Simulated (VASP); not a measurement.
# La (Im-3m) in VASP: further runs

La is run at these levels: r2SCAN; tasks: single point, relaxation of cell and atoms.

Everything below comes from runs of VASP 6.6.1. Logs are shortened: lines on timing, memory, paths and dates and some standing lists are left out, and cuts for length are marked.

**1. The cell of the first run**

The structure is cubic, space group Im-3m (No. 229). The conventional cell has a = 4.309 Å, b = 4.309 Å, c = 4.309 Å, α = 90.00°, β = 90.00°, γ = 90.00°. La (site symmetry m-3m) has 14 La at 3.73 to 4.31 Å within 4.9 Å.

This isn't the form of La at room conditions, which is double hcp.

**2. Single point, r2SCAN (40.00 Å³/atom)**

The input, POSCAR:

```
La
1.0
   -2.1543642268      2.1543642268      2.1543642268
    2.1543642268     -2.1543642268      2.1543642268
    2.1543642268      2.1543642268     -2.1543642268
La
1
Direct
    0.0000000000      0.0000000000      0.0000000000
```

The input, INCAR.step1:

```
SYSTEM = La
ALGO = Normal
EDIFF = 1E-4
ENCUT = 520
GGA = PE
ISMEAR = -1
LASPH = .TRUE.
LCHARG = .FALSE.
LREAL = .FALSE.
LWAVE = .TRUE.
NBANDS = 12
NELM = 100
PREC = Accurate
SIGMA = 0.1
```

The input, INCAR.step2:

```
SYSTEM = La
ALGO = Normal
EDIFF = 1E-6
ENCUT = 520
ISIF = 2
ISMEAR = -1
ISTART = 1
LASPH = .TRUE.
LCHARG = .FALSE.
LMIXTAU = .TRUE.
LREAL = .FALSE.
LWAVE = .FALSE.
METAGGA = R2SCAN
NBANDS = 12
NELM = 100
PREC = Accurate
SIGMA = 0.1
```

The input, KPOINTS:

```
k-points
0
G
  12 12 12
  0 0 0
```

Potentials or basis: VASP PAW PBE potentials, release 64 (La).

Launch:

```
cat potpaw_PBE.64/La/POTCAR > POTCAR
cp INCAR.step1 INCAR
mpirun -np 1 vasp_std > vasp.out
cp INCAR.step2 INCAR
mpirun -np 1 vasp_std > vasp.out
```

OUTCAR:

```text
SYSTEM = La
   EDIFF = 1E-6
   ENCUT = 520
   ISIF = 2
   ISMEAR = -1
   ISTART = 1
   LASPH = .TRUE.
   LREAL = .FALSE.
   METAGGA = R2SCAN
   NELM = 100
   PREC = Accurate

 ion  position               nearest neighbor table
   1  0.000  0.000  0.000-

  LATTYP: Found a body centered cubic cell.
 ALAT       =     4.3087284536

  Lattice vectors:

 A1 = (  -2.1543642268,   2.1543642268,   2.1543642268)
 A2 = (   2.1543642268,  -2.1543642268,   2.1543642268)
 A3 = (   2.1543642268,   2.1543642268,  -2.1543642268)

Analysis of symmetry for initial positions (statically):
=====================================================================
 Subroutine PRICEL returns:
 Original cell was already a primitive cell.

 Routine SETGRP: Setting up the symmetry group for a
 body centered cubic supercell.

 Subroutine GETGRP returns: Found 48 space group operations
 (whereof 48 operations were pure point group operations)
 out of a pool of 48 trial point group operations.

The static configuration has the point symmetry O_h .

Analysis of symmetry for dynamics (positions and initial velocities):
=====================================================================
 Subroutine PRICEL returns:
 Original cell was already a primitive cell.

 Routine SETGRP: Setting up the symmetry group for a
 body centered cubic supercell.

 Subroutine GETGRP returns: Found 48 space group operations
 (whereof 48 operations were pure point group operations)
 out of a pool of 48 trial point group operations.

The dynamic configuration has the point symmetry O_h .

 Subroutine INISYM returns: Found 48 space group operations
 (whereof 48 operations are pure point group operations),
 and found     1 'primitive' translations

----------------------------------------------------------------------------------------

                                     Primitive cell

  volume of cell :      39.9961

  direct lattice vectors                    reciprocal lattice vectors
    -2.154364227  2.154364227  2.154364227     0.000000000  0.232087032  0.232087032
     2.154364227 -2.154364227  2.154364227     0.232087032  0.000000000  0.232087032
     2.154364227  2.154364227 -2.154364227     0.232087032  0.232087032  0.000000000

  length of vectors
     3.731468299  3.731468299  3.731468299     0.328220629  0.328220629  0.328220629

  position of ions in fractional coordinates (direct lattice)
     0.000000000  0.000000000  0.000000000

  ion indices of the primitive-cell ions
   primitive index   ion index
                 1           1

----------------------------------------------------------------------------------------

 KPOINTS: k-points

Automatic generation of k-mesh.
 Grid dimensions read from file:
 generate k-points for:   12   12   12

 Generating k-lattice:

  Cartesian coordinates                     Fractional coordinates (reciprocal lattice)
     0.000000000  0.019340586  0.019340586     0.083333333  0.000000000  0.000000000
     0.019340586  0.000000000  0.019340586     0.000000000  0.083333333  0.000000000
     0.019340586  0.019340586  0.000000000     0.000000000  0.000000000  0.083333333

  Length of vectors
     0.027351719  0.027351719  0.027351719

  Shift w.r.t. Gamma in fractional coordinates (k-lattice)
     0.000000000  0.000000000  0.000000000

 Subroutine IBZKPT returns following result:
 ===========================================

 Found     72 irreducible k-points:

 Following reciprocal coordinates:
            Coordinates               Weight
  0.000000  0.000000  0.000000      1.000000
  0.083333  0.000000  0.000000     12.000000
  0.166667  0.000000  0.000000     12.000000
  0.250000  0.000000  0.000000     12.000000
  0.333333  0.000000  0.000000     12.000000
  0.416667  0.000000  0.000000     12.000000
[... 16 lines left out ...]
  0.333333  0.083333  0.083333     24.000000
  0.416667  0.083333  0.083333     12.000000
 [... further k-points ...]
   k-points           NKPTS =     72   k-points in BZ     NKDIM =     72   number of bands    NBANDS=     12
   number of dos      NEDOS =    301   number of ions     NIONS =      1
   total plane-waves  NPLWV =  21952
   dimension x,y,z NGX =    28 NGY =   28 NGZ =   28
   dimension x,y,z NGXF=    56 NGYF=   56 NGZF=   56
   ions per type =               1
   NGX,Y,Z   is equivalent  to a cutoff of  12.47, 12.47, 12.47 a.u.
   NGXF,Y,Z  is equivalent  to a cutoff of  24.95, 24.95, 24.95 a.u.
 SYSTEM =  La
   PREC   = accura    normal or accurate (medium, high low for compatibility)
   ISTART =      1    job   : 0-new  1-cont  2-samecut
   ICHARG =      0    charge: 1-file 2-atom 10-const
   ISPIN  =      1    spin polarized calculation?
   LNONCOLLINEAR =      F non collinear calculations
   LSORBIT =      F    spin-orbit coupling
   LASPH  =      T    aspherical Exc in radial PAW
   ENCUT  =  520.0 eV  38.22 Ry    6.18 a.u.   6.94  6.94  6.94*2*pi/ulx,y,z
   NELM   =    100;   NELMIN=  2; NELMDL=  0     # of ELM steps
   EDIFF  = 0.1E-05   stopping-criterion for ELM
   LREAL  =      F    real-space projection
   EDIFFG = 0.1E-04   stopping-criterion for IOM
   NSW    =      0    number of steps for IOM
   IBRION =     -1    ionic relax: 0-MD 1-quasi-New 2-CG
   NFREE  =      0    steps in history (QN), initial steepest desc. (CG)
   ISIF   =      2    stress and relaxation
   ISYM   =      2    0-nonsym 1-usesym 2-fastsym
   POTIM  = 0.5000    time-step for ionic-motion
   TEBEG  =    0.0;   TEEND  =   0.0 temperature during run
   PSTRESS=    0.0 pullay stress
   NELECT =      11.0000    total number of electrons
   NUPDOWN=      -1.0000    fix difference up-down
   EMIN   =  10.00;   EMAX   =-10.00  energy-range for DOS
   EFERMI =   0.00;   METHOD = LEGACY
   ISMEAR =    -1;   SIGMA  =   0.10  broadening in eV -4-tet -1-fermi 0-gaus
   EFERMI_NEDOS =   21; number of points for ismear=-14 and -15
   IALGO  =     38    algorithm
   IMIX   =      4    mixing-type and parameters
     AMIX     =   0.40;   BMIX     =  1.00
     AMIX_MAG =   1.60;   BMIX_MAG =  1.00
  volume/ion in A,a.u.               =      40.00       269.91
  Fermi-wavevector in a.u.,A,eV,Ry     =   1.064633  2.011865 15.421435  1.133443
  Thomas-Fermi vector in A             =   2.200158
   LORBIT       =      0    0 simple, 1 ext, 2 COOP (PROOUT), +10 PAW based schemes
   METAGGA = R2SCAN    functional components
   LHFCALC =     F    Hartree Fock is set to
   AEXX    =    0.0000 exact exchange contribution
   IVDW    =     0    specifies the selected vdW correction
   LEPSILON=     F    determine dielectric tensor
   LRPA    =     F    only Hartree local field effects (RPA)
 non-spin polarized calculation
  energy-cutoff  :      520.00
  volume of cell :       40.00
 maximum number of plane-waves:      1097
   NGX = 13   NGY = 13   NGZ = 13

 number of electron      10.9999999 magnetization

 Free energy of the ion-electron system (eV)
  ---------------------------------------------------
  ext. energy  EPLUGINS =         0.00000000
  ---------------------------------------------------
  free energy    TOTEN  =       -29.66365666 eV

  energy without entropy =      -29.58330298  energy(sigma->0) =      -29.62347982

 E-fermi :   7.3312     XC(G=0):  -9.9038

 val. band max:        7.3292411612   @ k =   0.3333   0.1667  -0.0000
 cond. band min:       7.3393051974   @ k =   0.4167   0.0000   0.0000
 fundamental gap:      0.0100640362
 Fermi energy:         7.3311975691

 k-point     1 :       0.0000    0.0000    0.0000
  band No.  band energies     occupation
      1     -26.9278      2.00000
      2      -9.5649      2.00000
      3      -9.5649      2.00000
      4      -9.5649      2.00000
      5       3.8864      2.00000
      6       8.9366      0.00000
      7       8.9366      0.00000
      8       8.9366      0.00000
      9       8.9822      0.00000
     10       8.9822      0.00000
     11       8.9822      0.00000
     12       9.6793      0.00000

 k-point     2 :       0.0833    0.0000    0.0000
  band No.  band energies     occupation
      1     -26.9168      2.00000
      2      -9.6510      2.00000
      3      -9.5895      2.00000
      4      -9.5662      2.00000
      5       4.0944      2.00000
      6       8.6099      0.00001
      7       8.6179      0.00001
      8       8.9710      0.00000
      9       9.0174      0.00000
     10       9.2023      0.00000
     11       9.2122      0.00000
     12       9.6562      0.00000

 k-point     3 :       0.1667    0.0000    0.0000
  band No.  band energies     occupation
      1     -26.8866      2.00000
      2      -9.8785      2.00000
      3      -9.6559      2.00000
      4      -9.5695      2.00000
      5       4.6456      2.00000
      6       8.1821      0.00040
      7       8.2277      0.00026
      8       8.9480      0.00000
      9       9.1578      0.00000
     10       9.3338      0.00000
     11       9.3748      0.00000
     12       9.6160      0.00000
[... 286 lines left out ...]
 k-point    23 :       0.3333    0.0833    0.0833
  band No.  band energies     occupation
      1     -26.7665      2.00000
      2     -10.5944      2.00000
      3      -9.9439      2.00000
      4      -9.6594      2.00000
      5       5.9781      2.00000
      6       7.2620      1.33286
      7       8.4715      0.00002
      8       9.1053      0.00000
      9       9.3245      0.00000
     10       9.4683      0.00000
     11       9.5245      0.00000
     12       9.6315      0.00000

 k-point    24 :       0.4167    0.0833    0.0833
  band No.  band energies     occupation
      1     -26.7563      2.00000
      2     -10.6434      2.00000
      3      -9.9788      2.00000
      4      -9.6627      2.00000
      5       5.9258      2.00000
      6       7.2155      1.52160
      7       8.7771      0.00000
      8       9.1058      0.00000
      9       9.3193      0.00000
     10       9.5048      0.00000
     11       9.5536      0.00000
     12       9.6197      0.00000

 [... further k-points ...]

------------------------ aborting loop because EDIFF is reached ----------------------------------------

  FORCE on cell =-STRESS in cart. coord.  units (eV):
  Direction    XX          YY          ZZ          XY          YZ          ZX
  --------------------------------------------------------------------------------------
  -------------------------------------------------------------------------------------
  Total       -0.2293090     -0.2293090     -0.2293090      0.0000000      0.0000000      0.0000000
  in kB       -9.1857414     -9.1857414     -9.1857414      0.0000000      0.0000000      0.0000000
  external PRESSURE =      -9.1857414 kB  Pullay stress =       0.0000000 kB

 VOLUME and BASIS-vectors are now :
 -----------------------------------------------------------------------------
  energy-cutoff  :      520.00
  volume of cell :       40.00
      direct lattice vectors                 reciprocal lattice vectors
    -2.154364227  2.154364227  2.154364227     0.000000000  0.232087032  0.232087032
     2.154364227 -2.154364227  2.154364227     0.232087032  0.000000000  0.232087032
     2.154364227  2.154364227 -2.154364227     0.232087032  0.232087032  0.000000000

 POSITION                                       TOTAL-FORCE (eV/Angst)
 -----------------------------------------------------------------------------------
      0.00000      0.00000      0.00000         0.000000      0.000000      0.000000
 -----------------------------------------------------------------------------------
    total drift:                               -0.000000     -0.000000     -0.000000

  FREE ENERGIE OF THE ION-ELECTRON SYSTEM (eV)
  ---------------------------------------------------
  free  energy   TOTEN  =       -29.6636566573 eV

  energy  without entropy=      -29.5833029812  energy(sigma->0) =      -29.62347982
```

Wall time 91 s (1 thread of Intel Xeon Platinum 8488C (Sapphire Rapids), shared host); peak memory 0.2 GiB.

What came out:

| Quantity | Value |
| --- | --- |
| Free energy | -29.6637 eV |
| Pressure | -0.9 GPa |
| Band gap on the k mesh | zero (an odd number of electrons rules out a gap without spin polarisation) |

Caveat: the PAW data sets were made with another functional, which shifts forces and pressure a little; spin-orbit coupling is left out, which moves the levels of the heavy elements.

**3. Single point, r2SCAN (41.53 Å³/atom)**

This run uses another cell than the first one, of 41.53 Å³/atom.

The input, POSCAR:

```
La
1.0
   -2.1816375553      2.1816375553      2.1816375553
    2.1816375553     -2.1816375553      2.1816375553
    2.1816375553      2.1816375553     -2.1816375553
La
1
Direct
    0.0000000000      0.0000000000      0.0000000000
```

The input, INCAR.step1:

```
PREC     = Accurate       # precision mode
ENCUT    = 520            # plane-wave cutoff, eV
ISMEAR   = -1             # smearing method
SIGMA    = 0.1            # smearing width, eV
LREAL    = False          # projectors in reciprocal space
LASPH    = True           # aspherical terms in the spheres
NELM     = 60             # most SCF steps
NBANDS   = 12             # bands
GGA      = PE             # functional
ALGO     = Normal         # electronic algorithm
EDIFF    = 1E-4           # SCF threshold, eV
LWAVE    = True           # write WAVECAR
LCHARG   = False          # write CHGCAR
```

The input, INCAR.step2:

```
PREC     = Accurate       # precision mode
ENCUT    = 520            # plane-wave cutoff, eV
EDIFF    = 1E-6           # SCF threshold, eV
ISMEAR   = -1             # smearing method
SIGMA    = 0.1            # smearing width, eV
LREAL    = False          # projectors in reciprocal space
LASPH    = True           # aspherical terms in the spheres
NELM     = 60             # most SCF steps
ALGO     = Normal         # electronic algorithm
ISIF     = 2              # what is computed and relaxed
LWAVE    = False          # write WAVECAR
LCHARG   = True           # write CHGCAR
METAGGA  = R2SCAN         # meta-GGA
LMIXTAU  = True         
LELF     = True           # ELF
LVHAR    = True         
NBANDS   = 12             # bands
ISTART   = 1
```

The input, KPOINTS:

```
Automatic mesh
0
Gamma
  12 12 12
```

Potentials or basis: VASP PAW PBE potentials, release 64 (La).

Launch:

```
cat potpaw_PBE.64/La/POTCAR > POTCAR
cp INCAR.step1 INCAR
mpirun -np 1 vasp_std > vasp.out
cp INCAR.step2 INCAR
mpirun -np 1 vasp_std > vasp.out
```

Wall time 93 s (1 thread of Intel Xeon Platinum 8488C (Sapphire Rapids), shared host); peak memory 0.2 GiB.

The run converged. Its results:

```yaml
Free_energy: -29.6509 eV
Pressure: -1.7 GPa
Band_gap_on_the_k_mesh: zero (an odd number of electrons rules out a gap without spin polarisation)
```

Levels at points of the mesh, in eV from the Fermi level:
| k point | band 1 | band 2 | band 3 | band 4 | band 5 | band 6 | band 7 | band 8 | band 9 | band 10 |
| --- | --- | --- | --- | --- | --- | --- | --- | --- | --- | --- |
| (0.00, 0.00, 0.00) | -34.33 | -17.03 | -17.03 | -17.03 | -3.46 | 1.56 | 1.56 | 1.56 | 1.59 | 1.59 |
| (0.50, 0.00, 0.00) | -34.19 | -18.05 | -17.34 | -17.04 | -1.78 | -0.03 | 1.45 | 1.58 | 1.90 | 2.09 |
| (0.50, 0.50, 0.50) | -34.09 | -17.71 | -17.71 | -17.71 | -1.85 | -1.85 | 1.74 | 1.85 | 1.85 | 1.85 |

Caveat: the PAW data sets were made with another functional, which shifts forces and pressure a little; spin-orbit coupling is left out, which moves the levels of the heavy elements.

**4. Single point, r2SCAN (43.07 Å³/atom)**

This run uses another cell than the first one, of 43.07 Å³/atom.

The input, POSCAR:

```
La
1.0
   -2.2082455137      2.2082455137      2.2082455137
    2.2082455137     -2.2082455137      2.2082455137
    2.2082455137      2.2082455137     -2.2082455137
La
1
Direct
    0.0000000000      0.0000000000      0.0000000000
```

The input, INCAR.step1:

```
ALGO = Normal ; EDIFF = 1E-4
ENCUT = 520 ; GGA = PE
ISMEAR = -1 ; LASPH = T
LCHARG = F ; LREAL = F
LWAVE = T ; NBANDS = 12
NELM = 100 ; PREC = Accurate
SIGMA = 0.1
```

The input, INCAR.step2:

```
ALGO = Normal ; EDIFF = 1E-6
ENCUT = 520 ; ISIF = 2
ISMEAR = -1 ; ISTART = 1
LASPH = T ; LCHARG = T
LELF = T ; LMIXTAU = T
LREAL = F ; LVHAR = T
LWAVE = F ; METAGGA = R2SCAN
NBANDS = 12 ; NELM = 100
PREC = Accurate ; SIGMA = 0.1
```

The input, KPOINTS:

```
k-points
0
Gamma
  12 12 12
```

Launch:

```
cat potpaw_PBE.64/La/POTCAR > POTCAR
cp INCAR.step1 INCAR
mpirun -np 1 vasp_std > vasp.out
cp INCAR.step2 INCAR
mpirun -np 1 vasp_std > vasp.out
```

Run time: 90 s. Hardware: 1 thread of Intel Xeon Platinum 8488C (Sapphire Rapids), shared host; peak memory 0.2 GiB.

The run converged. Its results:

- Free energy: -29.6307 eV
- Pressure: -2.5 GPa
- Band gap on the k mesh: zero (an odd number of electrons rules out a gap without spin polarisation)

Levels at points of the mesh, in eV from the Fermi level:
| k point | band 2 | band 3 | band 4 | band 5 | band 6 | band 7 | band 8 | band 9 |
| --- | --- | --- | --- | --- | --- | --- | --- | --- |
| (0.00, 0.00, 0.00) | -17.15 | -17.15 | -17.15 | -3.47 | 1.52 | 1.52 | 1.52 | 1.53 |
| (0.50, 0.00, 0.00) | -18.07 | -17.43 | -17.16 | -1.74 | -0.01 | 1.35 | 1.51 | 1.81 |
| (0.50, 0.50, 0.50) | -17.76 | -17.76 | -17.76 | -1.75 | -1.75 | 1.67 | 1.76 | 1.76 |

Caveat: the PAW data sets were made with another functional, which shifts forces and pressure a little; spin-orbit coupling is left out, which moves the levels of the heavy elements.

**5. Single point, r2SCAN**

This run uses another cell than the first one, of 38.46 Å³/atom.

The input, POSCAR:

```
La
1.0
   -2.1263823034      2.1263823034      2.1263823034
    2.1263823034     -2.1263823034      2.1263823034
    2.1263823034      2.1263823034     -2.1263823034
La
1
Direct
    0.0000000000      0.0000000000      0.0000000000
```

The input, INCAR.step1:

```
PREC = Accurate
ENCUT = 520
ISMEAR = -1
SIGMA = 0.1
LREAL = False
LASPH = True
NELM = 80
NBANDS = 12
GGA = PE
ALGO = Normal
EDIFF = 1E-4
LWAVE = True
LCHARG = False
```

The input, INCAR.step2:

```
PREC = Accurate
ENCUT = 520
EDIFF = 1E-6
ISMEAR = -1
SIGMA = 0.1
LREAL = False
LASPH = True
NELM = 80
ALGO = Normal
ISIF = 2
LWAVE = False
LCHARG = False
METAGGA = R2SCAN
LMIXTAU = True
NBANDS = 12
ISTART = 1
```

The input, KPOINTS:

```
Automatic mesh
0
Gamma
  17 17 17
```

Launch:

```
cat potpaw_PBE.64/La/POTCAR > POTCAR
cp INCAR.step1 INCAR
mpirun -np 1 vasp_std > vasp.out
cp INCAR.step2 INCAR
mpirun -np 1 vasp_std > vasp.out
```

Wall time 3.2 min (1 thread of Intel Xeon Platinum 8488C (Sapphire Rapids), shared host); peak memory 0.24 GiB.

It converged, with:

```yaml
Free_energy: -29.6671 eV
Pressure: 0.0 GPa
Band_gap_on_the_k_mesh: zero (an odd number of electrons rules out a gap without spin polarisation)
```

Levels at points of the mesh, in eV from the Fermi level:
```tsv
k point	band 1	band 2	band 3	band 4	band 5	band 6	band 7	band 8	band 9	band 10
(0.00, 0.00, 0.00)	-34.19	-16.76	-16.76	-16.76	-3.42	1.65	1.65	1.65	1.71	1.71
```

Caveat: the PAW data sets were made with another functional, which shifts forces and pressure a little; spin-orbit coupling is left out, which moves the levels of the heavy elements.

[end of part 1 of 3]

The gap in the log of VASP goes by the Fermi energy; the results here count the filled bands.